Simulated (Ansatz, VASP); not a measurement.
## NaCl: VASP beside Ansatz

```xyz
2
Lattice="0.0000 2.8947 2.8947 2.8947 0.0000 2.8947 2.8947 2.8947 0.0000" Properties=species:S:1:pos:R:3 pbc="T T T"
Na    0.0000    0.0000    0.0000
Cl    2.8947    2.8947    2.8947
```

Change from the starting cell: hydrostatic strain +3.3%.

Alike in both runs: task single point; functional PBE; k mesh 8 × 8 × 8; occupations fermi-dirac, width 0.02 eV; no spin polarisation.

|  | VASP | Ansatz |
| --- | --- | --- |
| version | VASP 6.6.1 | Ansatz 0.2.0 |
| potentials or method | VASP PAW PBE potentials, release 64 (Na_pv, Cl) | plane waves, PAW |
| plane-wave cutoff (eV) | 520 | 420 |
| valence electrons in the cell | 14 | 16 |

Ansatz gave:

| Property | Result |
| --- | --- |
| gap on the k mesh at the Fermi level (eV) | 4.82 |
| pressure (GPa) | -1.0 |

**Question.** What did VASP give for the same quantities?

**Answer.** gap on the k mesh at the Fermi level (eV): 4.82; pressure (GPa): -1.1.

VASP's potentials hold 14 valence electrons a cell and Ansatz's 16, so a difference there can come from the potentials and not from the codes.
